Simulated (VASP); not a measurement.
# Ge (Imma) in VASP: notebook, part 2 of 2

VASP 6.6.1. Earlier steps stand in the parts before.

**3. Single point, PBE**

The input, INCAR:

```
SYSTEM = Ge
PREC = Accurate
ENCUT = 500
EDIFF = 1E-6
ISMEAR = 0
SIGMA = 0.028000000000000004
LREAL = .False.
LASPH = .True.
NELM = 120
ALGO = Normal
ISIF = 2
LWAVE = .False.
LCHARG = .False.
GGA = PE
NBANDS = 21
GGA_COMPAT = .False.
```

The input, KPOINTS:

```
regular mesh
0
Gamma
  11 11 11
  0 0 0
```

The input, POSCAR:

```
Ge
1.0
   -2.4958980000      2.6508630000      1.4369470000
    2.4958980000     -2.6508630000      1.4369470000
    2.4958980000      2.6508630000     -1.4369470000
Ge
2
Direct
    0.3140570000      0.0640570000      0.2500000000
    0.6859430000      0.9359430000      0.7500000000
```

Potentials or basis: VASP PAW PBE potentials, release 64 (Ge_d).

The run is started by

```bash
cat potpaw_PBE.64/Ge_d/POTCAR > POTCAR
mpirun -np 1 vasp_std > vasp.out
```

OUTCAR:

```text
SYSTEM = Ge
   PREC = Accurate
   ENCUT = 500
   EDIFF = 1E-6
   ISMEAR = 0
   LREAL = .False.
   LASPH = .True.
   NELM = 120
   ISIF = 2
   GGA = PE

 ion  position               nearest neighbor table
   1  0.314  0.064  0.250-   2 2.68   2 2.68   2 2.72   2 2.72
   2  0.686  0.936  0.750-   1 2.68   1 2.68   1 2.72   1 2.72

  LATTYP: Found a body centered orthorhombic cell.
 ALAT       =     2.8738940000
 B/A-ratio  =     1.7369450648
 C/A-ratio  =     1.8447882907

  Lattice vectors:

 A1 = (   2.4958980000,  -2.6508630000,   1.4369470000)
 A2 = (  -2.4958980000,  -2.6508630000,  -1.4369470000)
 A3 = (   2.4958980000,   2.6508630000,  -1.4369470000)

Analysis of symmetry for initial positions (statically):
=====================================================================
 Subroutine PRICEL returns:
 Original cell was already a primitive cell.

 Routine SETGRP: Setting up the symmetry group for a
 body centered orthorhombic supercell.

 Subroutine GETGRP returns: Found  8 space group operations
 (whereof  4 operations were pure point group operations)
 out of a pool of  8 trial point group operations.

The static configuration has the point symmetry C_2h.
 The point group associated with its full space group is D_2h.

Analysis of symmetry for dynamics (positions and initial velocities):
=====================================================================
 Subroutine PRICEL returns:
 Original cell was already a primitive cell.

 Routine SETGRP: Setting up the symmetry group for a
 body centered orthorhombic supercell.

 Subroutine GETGRP returns: Found  8 space group operations
 (whereof  4 operations were pure point group operations)
 out of a pool of  8 trial point group operations.

The dynamic configuration has the point symmetry C_2h.
 The point group associated with its full space group is D_2h.

 Subroutine INISYM returns: Found  8 space group operations
 (whereof  4 operations are pure point group operations),
 and found     1 'primitive' translations

----------------------------------------------------------------------------------------

                                     Primitive cell

  volume of cell :      38.0290

  direct lattice vectors                    reciprocal lattice vectors
    -2.495898000  2.650863000  1.436947000     0.000000000  0.188617820  0.347959946
     2.495898000 -2.650863000  1.436947000     0.200328699  0.000000000  0.347959946
     2.495898000  2.650863000 -1.436947000     0.200328699  0.188617820  0.000000000

  length of vectors
     3.914255760  3.914255760  3.914255760     0.395793893  0.401506801  0.275151358

  position of ions in fractional coordinates (direct lattice)
     0.314057000  0.064057000  0.250000000
     0.685943000  0.935943000  0.750000000

  ion indices of the primitive-cell ions
   primitive index   ion index
                 1           1
                 2           2

----------------------------------------------------------------------------------------

 KPOINTS: regular mesh

Automatic generation of k-mesh.
 Grid dimensions read from file:
 generate k-points for:   11   11   11

 Generating k-lattice:

  Cartesian coordinates                     Fractional coordinates (reciprocal lattice)
     0.000000000  0.017147075  0.031632722     0.090909091 -0.000000000  0.000000000
     0.018211700  0.000000000  0.031632722    -0.000000000  0.090909091  0.000000000
     0.018211700  0.017147075  0.000000000     0.000000000  0.000000000  0.090909091

  Length of vectors
     0.035981263  0.036500618  0.025013760

  Shift w.r.t. Gamma in fractional coordinates (k-lattice)
     0.000000000  0.000000000  0.000000000

 Subroutine IBZKPT returns following result:
 ===========================================

 Found    216 irreducible k-points:

 Following reciprocal coordinates:
            Coordinates               Weight
  0.000000  0.000000  0.000000      1.000000
  0.090909  0.000000 -0.000000      4.000000
  0.181818  0.000000 -0.000000      4.000000
  0.272727  0.000000 -0.000000      4.000000
  0.363636  0.000000 -0.000000      4.000000
  0.454545  0.000000 -0.000000      4.000000
[... 16 lines left out ...]
  0.454545  0.181818 -0.000000      8.000000
 -0.454545  0.181818  0.000000      8.000000
 [... further k-points ...]
   k-points           NKPTS =    216   k-points in BZ     NKDIM =    216   number of bands    NBANDS=     21
   number of dos      NEDOS =    301   number of ions     NIONS =      2
   total plane-waves  NPLWV =  27000
   dimension x,y,z NGX =    30 NGY =   30 NGZ =   30
   dimension x,y,z NGXF=    60 NGYF=   60 NGZF=   60
   ions per type =               2
   NGX,Y,Z   is equivalent  to a cutoff of  12.74, 12.74, 12.74 a.u.
   NGXF,Y,Z  is equivalent  to a cutoff of  25.48, 25.48, 25.48 a.u.
 SYSTEM =  Ge
   PREC   = accura    normal or accurate (medium, high low for compatibility)
   ISTART =      0    job   : 0-new  1-cont  2-samecut
   ICHARG =      2    charge: 1-file 2-atom 10-const
   ISPIN  =      1    spin polarized calculation?
   LNONCOLLINEAR =      F non collinear calculations
   LSORBIT =      F    spin-orbit coupling
   LASPH  =      T    aspherical Exc in radial PAW
   ENCUT  =  500.0 eV  36.75 Ry    6.06 a.u.   7.14  7.14  7.14*2*pi/ulx,y,z
   NELM   =    120;   NELMIN=  2; NELMDL= -5     # of ELM steps
   EDIFF  = 0.1E-05   stopping-criterion for ELM
   LREAL  =      F    real-space projection
   EDIFFG = 0.1E-04   stopping-criterion for IOM
   NSW    =      0    number of steps for IOM
   IBRION =     -1    ionic relax: 0-MD 1-quasi-New 2-CG
   NFREE  =      0    steps in history (QN), initial steepest desc. (CG)
   ISIF   =      2    stress and relaxation
   ISYM   =      2    0-nonsym 1-usesym 2-fastsym
   POTIM  = 0.5000    time-step for ionic-motion
   TEBEG  =    0.0;   TEEND  =   0.0 temperature during run
   PSTRESS=    0.0 pullay stress
   NELECT =      28.0000    total number of electrons
   NUPDOWN=      -1.0000    fix difference up-down
   EMIN   =  10.00;   EMAX   =-10.00  energy-range for DOS
   EFERMI =   0.00;   METHOD = LEGACY
   ISMEAR =     0;   SIGMA  =   0.03  broadening in eV -4-tet -1-fermi 0-gaus
   EFERMI_NEDOS =   21; number of points for ismear=-14 and -15
   IALGO  =     38    algorithm
   IMIX   =      4    mixing-type and parameters
     AMIX     =   0.40;   BMIX     =  1.00
     AMIX_MAG =   1.60;   BMIX_MAG =  1.00
  volume/ion in A,a.u.               =      19.01       128.32
  Fermi-wavevector in a.u.,A,eV,Ry     =   1.478277  2.793539 29.732860  2.185304
  Thomas-Fermi vector in A             =   2.592578
   LORBIT       =      0    0 simple, 1 ext, 2 COOP (PROOUT), +10 PAW based schemes
   GGA     = PE    functional components
   LHFCALC =     F    Hartree Fock is set to
   AEXX    =    0.0000 exact exchange contribution
   IVDW    =     0    specifies the selected vdW correction
   LEPSILON=     F    determine dielectric tensor
   LRPA    =     F    only Hartree local field effects (RPA)
 non-spin polarized calculation
 Gauss-broadening in eV      SIGMA  =   0.03
  energy-cutoff  :      500.00
  volume of cell :       38.03
 maximum number of plane-waves:       981
 NGX is ok and might be reduce to    30
   NGX = 15   NGY = 15   NGZ = 15

 number of electron      28.0000014 magnetization

 Free energy of the ion-electron system (eV)
  ---------------------------------------------------
  ext. energy  EPLUGINS =         0.00000000
  ---------------------------------------------------
  free energy    TOTEN  =        -8.55762648 eV

  energy without entropy =       -8.55718381  energy(sigma->0) =       -8.55740515

 E-fermi :   6.5559     XC(G=0): -11.1900

 val. band max:        6.5550551621   @ k =   0.4545   0.1818  -0.0000
 cond. band min:       6.5574152396   @ k =   0.4545   0.4545  -0.0000
 fundamental gap:      0.0023600775
 Fermi energy:         6.5558764704

 k-point     1 :       0.0000    0.0000    0.0000
  band No.  band energies     occupation
      1     -18.2237      2.00000
      2     -18.1481      2.00000
      3     -18.1457      2.00000
      4     -18.1416      2.00000
      5     -18.1094      2.00000
      6     -18.0730      2.00000
[... 550 lines left out ...]
      5     -18.0845      2.00000
      6     -18.0509      2.00000
[... 13 lines left out ...]
     20      17.3665      0.00000
     21      17.5509      0.00000

 [... further k-points ...]

------------------------ aborting loop because EDIFF is reached ----------------------------------------

  FORCE on cell =-STRESS in cart. coord.  units (eV):
  Direction    XX          YY          ZZ          XY          YZ          ZX
  --------------------------------------------------------------------------------------
  -------------------------------------------------------------------------------------
  Total        0.5368680     -0.0835712      0.1889702      0.0000000      0.0000000      0.0000000
  in kB       22.6184703     -3.5208877      7.9613935      0.0000000      0.0000000      0.0000000
  external PRESSURE =       9.0196587 kB  Pullay stress =       0.0000000 kB

 VOLUME and BASIS-vectors are now :
 -----------------------------------------------------------------------------
  energy-cutoff  :      500.00
  volume of cell :       38.03
      direct lattice vectors                 reciprocal lattice vectors
    -2.495898000  2.650863000  1.436947000     0.000000000  0.188617820  0.347959946
     2.495898000 -2.650863000  1.436947000     0.200328699  0.000000000  0.347959946
     2.495898000  2.650863000 -1.436947000     0.200328699  0.188617820  0.000000000

 POSITION                                       TOTAL-FORCE (eV/Angst)
 -----------------------------------------------------------------------------------
      0.00000      1.32543      0.18409         0.000000      0.000000      0.062337
      2.49590      1.32543      1.25285        -0.000000     -0.000000     -0.062337
 -----------------------------------------------------------------------------------
    total drift:                               -0.000000     -0.000000      0.000000

  FREE ENERGIE OF THE ION-ELECTRON SYSTEM (eV)
  ---------------------------------------------------
  free  energy   TOTEN  =        -8.5576264825 eV

  energy  without entropy=       -8.5571838115  energy(sigma->0) =       -8.55740515
```

It took 1.9 min on 1 thread of Intel Xeon 6975P-C, shared host; peak memory 0.26 GiB.

Results:

```yaml
Free_energy: -8.5576 eV
Pressure: 0.9 GPa
Largest_force: 0.062 eV/Å
Band_gap_on_the_k_mesh: zero (band 14 reaches 8.62 eV, above the bottom of band 15 at 3.41 eV)
```

Forces in eV/Å, atoms in the order of the input:
```
Ge   0.000  0.000  0.062
Ge   0.000  0.000 -0.062
```

**4. Single point, BLYP**

The input, INCAR:

```
SYSTEM = Ge
PREC = Accurate
ENCUT = 500
EDIFF = 1E-6
ISMEAR = -1
SIGMA = 0.05
LREAL = .False.
LASPH = .True.
NELM = 120
ALGO = Normal
ISIF = 2
LWAVE = .False.
LCHARG = .False.
GGA = B5
ALDAX = 1.0
AGGAX = 1.0
AGGAC = 1.0
ALDAC = 0.0
NBANDS = 21
GGA_COMPAT = .False.
```

KPOINTS is that of step 3.

POSCAR is that of step 3.

The run is started by

```bash
cat potpaw_PBE.64/Ge_d/POTCAR > POTCAR
mpirun -np 1 vasp_std > vasp.out
```

Wall time 2.1 min (1 thread of Intel Xeon 6975P-C, shared host); peak memory 0.26 GiB.

It converged, with:

```
Free energy            : -6.8098 eV
Pressure               : 7.4 GPa
Largest force          : 0.076 eV/Å
Band gap on the k mesh : zero (band 14 reaches 8.96 eV, above the bottom of band 15 at 3.98 eV)
```

Forces on the atoms (eV/Å):
```
Ge   0.000  0.000  0.076
Ge   0.000  0.000 -0.076
```

Stress tensor (GPa, compression positive):
```
8.61 0.00 0.00
0.00 6.52 0.00
0.00 0.00 7.00
```

Levels at points of the mesh, in eV from the Fermi level:
| k point | band 10 | band 11 | band 12 | band 13 | band 14 | band 15 | band 16 | band 17 | band 18 | band 19 |
| --- | --- | --- | --- | --- | --- | --- | --- | --- | --- | --- |
| (0.00, 0.00, 0.00) | -24.45 | -13.10 | -4.05 | -2.35 | -1.92 | 3.90 | 6.83 | 6.97 | 7.67 | 8.02 |

Caveat: the PAW data sets were made with another functional, which shifts forces and pressure a little.

**5. Summary**

```tsv
level	smearing	gap on the mesh (eV)	pressure (GPa)	largest force (eV/Å)
PBE	gaussian 0.027 eV	none	0.9	0.06
PBE	gaussian 0.028 eV	none	0.9	0.06
BLYP	fermi-dirac 0.05 eV	none	7.4	0.08
```

Alike in all rows: task single point; potentials or basis VASP PAW PBE potentials, release 64 (Ge_d); no spin polarisation; cell as given; k mesh 11 × 11 × 11; cutoff (eV) 500.

Every run on the cell as given and a fine mesh finds a metal. The pressure there spans 0.9 GPa (PBE) to 7.4 GPa (BLYP); a positive pressure means that this level wants a larger cell, a negative one a smaller.

Caveats: the PAW data sets were made with another functional, which shifts forces and pressure a little (some runs).

Absolute energies hang on the potentials; compare differences alone.
